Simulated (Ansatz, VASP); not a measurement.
## Two plane-wave programs on Ge2Sb

The input INCAR:

```
SYSTEM = Ge2Sb
  PREC = Accurate
  ENCUT = 600
  EDIFF = 1E-6
  ISMEAR = 0
  SIGMA = 0.1
  LREAL = .FALSE.
  LASPH = .TRUE.
  NELM = 100
  ALGO = Normal
  ISIF = 3
  LWAVE = .FALSE.
  LCHARG = .FALSE.
  GGA = PE
  IBRION = 2
  NSW = 90
  EDIFFG = -0.04
```

Contents of KPOINTS:

```
regular mesh
0
G
  6 6 6
  0 0 0
```

POSCAR

```
Ge2Sb
1.0
    0.0000000000      3.1416209660      3.1416209660
    3.1416209660      0.0000000000      3.1416209660
    3.1416209660      3.1416209660      0.0000000000
Ge Sb
2 1
Direct
    0.2500000000      0.2500000000      0.2500000000
    0.7500000000      0.7500000000      0.7500000000
    0.0000000000      0.0000000000      0.0000000000
```

Input for Ansatz:

```yaml
crystal:
  lattice:
    - [0.0, 3.141620966, 3.141620966]
    - [3.141620966, 0.0, 3.141620966]
    - [3.141620966, 3.141620966, 0.0]
  atoms:
    - { symbol: Ge, position: [0.25, 0.25, 0.25] }
    - { symbol: Ge, position: [0.75, 0.75, 0.75] }
    - { symbol: Sb, position: [0.0, 0.0, 0.0] }
basis:
  ecutwfc: 420
kpoints:
  mp_grid: { grid: [6, 6, 6] }
hamiltonian:
  xc: pbe
scf:
  occupations: { method: gaussian, width: 0.1 }
  lower_state_search: "off"
output:
  forces: true
  stress: true
  eigenvalues: true
relax:
  adjacent_minimum: "off"
  f_tol: 0.04
  max_steps: 70
  cell: { stress_tol: 0.4 }
```

Alike in both runs: task relaxation of cell and atoms; functional PBE; k mesh 6 × 6 × 6; occupations gaussian, width 0.1 eV; no spin polarisation.

|  | VASP | Ansatz |
| --- | --- | --- |
| version | VASP 6.6.1 | Ansatz 0.2.0 |
| potentials or method | VASP PAW PBE potentials, release 64 (Ge_d, Sb), cutoff 600 eV | scalar-relativistic, plane waves, PAW |
| valence electrons in the cell | 33 | 43 |

|  | VASP | Ansatz | Ansatz less VASP |
| --- | --- | --- | --- |
| gap on the k mesh at the Fermi level, each at its own relaxed structure (eV) | none | none | - |
| relaxed volume (Å³/atom) | 26.62 | 26.59 | -0.024 |
| relaxed cell length with the largest relative difference (Å) | 4.833 | 4.832 | -0.0015 |

A gap of «none» marks a metal or a gap that the smearing closes. VASP's potentials hold 33 valence electrons a cell and Ansatz's 43, so a difference there can come from the potentials and not from the codes.

Spin-orbit coupling is off throughout. Noted on VASP's run: the volume moved by over 15 % at a fixed basis, so the end points are rough.
